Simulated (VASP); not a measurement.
Runs of VASP 6.6.1 on SnS2. The structure is that of space group P-3m1 (No. 164), or close to it. The cells are those of the table. 

```csv
cell,gap on the mesh (eV),pressure (GPa)
"atoms relaxed from a = 3.531, b = 3.531, c = 5.349 Å, angles 90.0, 90.0, 120.0°, 3 atoms",(a),12.7
"atoms relaxed from a = 3.652, b = 3.652, c = 5.532 Å, angles 90.0, 90.0, 120.0°, 3 atoms",1.01,4.6
"atoms relaxed from a = 3.581, b = 3.581, c = 5.423 Å, angles 90.0, 90.0, 120.0°, 3 atoms",0.96,8.9
"atoms relaxed from a = 3.605, b = 3.605, c = 5.296 Å, angles 90.0, 90.0, 120.0°, 3 atoms",0.82,9.2
```

Alike in all rows: task relaxation of the atoms; level PBE; potentials or basis VASP PAW PBE potentials, release 64 (Sn_d, S); no spin polarisation; k mesh 14 × 14 × 8; cutoff (eV) 450; smearing fermi-dirac 0.02 eV.

Problem. Fill in the values left out.

Solution. (a) 0.90.

Caveats: spin-orbit coupling is left out, which moves the levels of the heavy elements.

A k mesh can miss the band edges, and the runs leave out spin-orbit coupling on Sn.
